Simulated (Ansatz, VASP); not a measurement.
# Re: VASP beside Ansatz

INCAR

```
SYSTEM = Re
  ALGO = Normal
  EDIFF = 1E-6
  ENCUT = 520
  GGA = PS
  ISIF = 2
  ISMEAR = 0
  LASPH = .True.
  LCHARG = .True.
  LELF = .True.
  LREAL = .False.
  LVHAR = .True.
  LWAVE = .False.
  NBANDS = 10
  NELM = 80
  PREC = Accurate
  SIGMA = 0.15
```

KPOINTS

```
k-points
0
Gamma
  20 20 20
  0 0 0
```

File POSCAR:

```
Re
1.0
    0.0000000000      1.8170000000      2.1330000000
    1.8170000000      0.0000000000      2.1330000000
    1.8170000000      1.8170000000      0.0000000000
Re
1
Direct
    0.0000000000      0.0000000000      0.0000000000
```

Input for Ansatz:

```yaml
crystal:
  lattice:
    - [0.0, 1.817, 2.133]
    - [1.817, 0.0, 2.133]
    - [1.817, 1.817, 0.0]
  atoms:
    - { symbol: Re, position: [0.0, 0.0, 0.0] }
basis:
  ecutwfc: 420
kpoints:
  mp_grid: { grid: [20, 20, 20] }
hamiltonian:
  xc: pbesol
scf:
  occupations: { method: gaussian, width: 0.15 }
output:
  forces: true
  stress: true
  eigenvalues: true
```

Change from the starting cell: strain -0.080 along x and y, +0.080 along z, atoms carried along.

Alike in both runs: task single point; functional PBEsol; k mesh 20 × 20 × 20; occupations gaussian, width 0.15 eV; no spin polarisation.

|  | VASP | Ansatz |
| --- | --- | --- |
| version | VASP 6.6.1 | Ansatz 0.2.0 |
| potentials or method | VASP PAW PBE potentials, release 64 (Re), cutoff 520 eV | scalar-relativistic, plane waves, PAW |
| valence electrons in the cell | 7 | 15 |

```csv
,VASP,Ansatz,Ansatz less VASP
gap on the k mesh at the Fermi level (eV),none,none,-
pressure (GPa),20.3,20.0,-0.33
"traceless stress, the component that is largest in VASP (GPa)",-33.07,-33.53,-0.459
```

VASP's potentials were made for PBE, not for PBEsol. A gap of «none» marks a metal or a gap that the smearing closes. With one functional, cell and mesh, what is left measures potentials, basis and numerics. VASP's potentials hold 7 valence electrons a cell and Ansatz's 15, so a difference there can come from the potentials and not from the codes.

Neither program's run includes spin-orbit coupling.
